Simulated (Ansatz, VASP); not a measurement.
# IrS: VASP beside Ansatz

Contents of INCAR:

```
SYSTEM = IrS
PREC = Accurate ; ENCUT = 560
EDIFF = 1E-6 ; ISMEAR = 0
SIGMA = 0.05 ; LREAL = .False.
LASPH = .True. ; NELM = 120
ALGO = Normal ; ISIF = 2
LWAVE = .False. ; LCHARG = .False.
GGA = PS ; NBANDS = 18
GGA_COMPAT = .False.
```

File KPOINTS:

```
regular mesh
0
Gamma
  10 10 10
  0 0 0
```

Contents of POSCAR:

```
IrS
1.0
    0.0000000000      2.4391161214      2.4391161214
    2.4391161214      0.0000000000      2.4391161214
    2.4391161214      2.4391161214      0.0000000000
Ir S
1 1
Direct
    0.5000000000      0.5000000000      0.5000000000
    0.0163993832     -0.0163993832      0.0163993832
```

Input for Ansatz:

```yaml
crystal:
  lattice:
    - [0.0, 2.4391161214, 2.4391161214]
    - [2.4391161214, 0.0, 2.4391161214]
    - [2.4391161214, 2.4391161214, 0.0]
  atoms:
    - { symbol: Ir, position: [0.5, 0.5, 0.5] }
    - { symbol: S, position: [0.0163993832, -0.0163993832, 0.0163993832] }
basis:
  ecutwfc: 420
  ecutrho_ratio: 4
kpoints:
  mp_grid: { grid: [10, 10, 10] }
hamiltonian:
  xc: pbesol
scf:
  occupations: { method: gaussian, width: 0.05 }
output:
  forces: true
  stress: true
  eigenvalues: true
```

Alike in both runs: task single point; functional PBEsol; k mesh 10 × 10 × 10; occupations gaussian, width 0.05 eV; no spin polarisation.

|  | VASP | Ansatz |
| --- | --- | --- |
| version | VASP 6.6.1 | Ansatz 0.2.0 |
| potentials or method | VASP PAW PBE potentials, release 64 (Ir_sv_GW, S), cutoff 560 eV | scalar-relativistic, plane waves, PAW |
| valence electrons in the cell | 23 | 23 |

Ansatz gave:

```
gap on the k mesh at the Fermi level (eV)                     : none
pressure (GPa)                                                : 0.5
traceless stress, the component that is largest in VASP (GPa) : 1.59
rms of the force components (eV/Å)                            : 0.066
```

Estimate VASP's values.

gap on the k mesh at the Fermi level (eV): none; pressure (GPa): -0.2; traceless stress, the component that is largest in VASP (GPa): 1.58; rms of the force components (eV/Å): 0.064.

VASP's potentials were made for PBE, not for PBEsol. Atom by atom the forces differ by 0.002 eV/Å (rms over components). A gap of «none» marks a metal or a gap that the smearing closes.

Spin-orbit coupling is off throughout.
